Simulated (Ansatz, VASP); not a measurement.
# Two plane-wave programs on TePb3Se2

The input INCAR:

```
SYSTEM = TePb3Se2
ALGO = Normal ; EDIFF = 1E-6
ENCUT = 520 ; GGA = PS
ISIF = 2 ; ISMEAR = 0
LASPH = .TRUE. ; LCHARG = .TRUE.
LELF = .TRUE. ; LREAL = .FALSE.
LVHAR = .TRUE. ; LWAVE = .FALSE.
NBANDS = 39 ; NELM = 80
PREC = Accurate ; SIGMA = 0.02
```

File KPOINTS:

```
k-points
0
G
  12 12 4
  0 0 0
```

POSCAR

```
TePb3Se2
1.0
    4.4778501879      0.0000000000      0.0000000000
   -2.2389250940      3.8779320170      0.0000000000
    0.0000000000      0.0000000000     10.9713539646
Te Pb Se
1 3 2
Direct
    0.0000000000      0.0000000000      0.5000000000
    0.3333333333      0.6666666667      0.6808210027
    0.6666666667      0.3333333333      0.3191789973
    0.0000000000      0.0000000000      0.0000000000
    0.3333333333      0.6666666667      0.1602731123
    0.6666666667      0.3333333333      0.8397268877
```

Input for Ansatz:

```yaml
crystal:
  lattice:
    - [4.4778501879, 0.0, 0.0]
    - [-2.238925094, 3.877932017, 0.0]
    - [0.0, 0.0, 10.9713539646]
  atoms:
    - { symbol: Te, position: [0.0, 0.0, 0.5] }
    - { symbol: Pb, position: [0.3333333333, 0.6666666667, 0.6808210027] }
    - { symbol: Pb, position: [0.6666666667, 0.3333333333, 0.3191789973] }
    - { symbol: Pb, position: [0.0, 0.0, 0.0] }
    - { symbol: Se, position: [0.3333333333, 0.6666666667, 0.1602731123] }
    - { symbol: Se, position: [0.6666666667, 0.3333333333, 0.8397268877] }
basis:
  ecutwfc: 420
kpoints:
  mp_grid: { grid: [12, 12, 4] }
  band_path:
    path:
      - [[0.0, 0.0, 0.0], [0.5, 0.0, 0.0], [0.33333333, 0.33333333, 0.0], [0.0, 0.0, 0.0], [0.0, 0.0, 0.5], [0.5, 0.0, 0.5], [0.33333333, 0.33333333, 0.5], [0.0, 0.0, 0.5]]
      - [[0.5, 0.0, 0.5], [0.5, 0.0, 0.0]]
      - [[0.33333333, 0.33333333, 0.5], [0.33333333, 0.33333333, 0.0]]
    npoints: 14
hamiltonian:
  xc: pbesol
scf:
  occupations: { method: gaussian, width: 0.02 }
  n_extra_bands: 15
output:
  forces: true
  stress: true
  eigenvalues: true
  populations: true
  dos: { projected: true, de: 0.02, nscf_kmesh: { grid: [18, 18, 6] } }
  bader: true
  write_density: true
  write_potential: true
  elf: true
  volumetric_format: npy
```

Alike in both runs: task single point; functional PBEsol; k mesh 12 × 12 × 4; occupations gaussian, width 0.02 eV; no spin polarisation.

```csv
,VASP,Ansatz
version,VASP 6.6.1,Ansatz 0.2.0
potentials or method,"VASP PAW PBE potentials, release 64 (Te, Pb_d, Se), cutoff 520 eV","scalar-relativistic, plane waves, PAW"
valence electrons in the cell,60,90
```

|  | VASP | Ansatz | Ansatz less VASP |
| --- | --- | --- | --- |
| gap on the k mesh at the Fermi level (eV) | 0.49 | 0.49 | -0.003 |
| least direct gap on the mesh (eV) | 0.50 | 0.49 | -0.003 |
| pressure (GPa) | -2.5 | -2.5 | +0.01 |
| rms of the force components (eV/Å) | 0.003 | 0.003 | -0.0001 |

VASP's potentials were made for PBE, not for PBEsol. Atom by atom the forces differ by 0.000 eV/Å (rms over components). With one functional, cell and mesh, what is left measures potentials, basis and numerics. VASP's potentials hold 60 valence electrons a cell and Ansatz's 90, so a difference there can come from the potentials and not from the codes.

Neither program's run includes spin-orbit coupling.
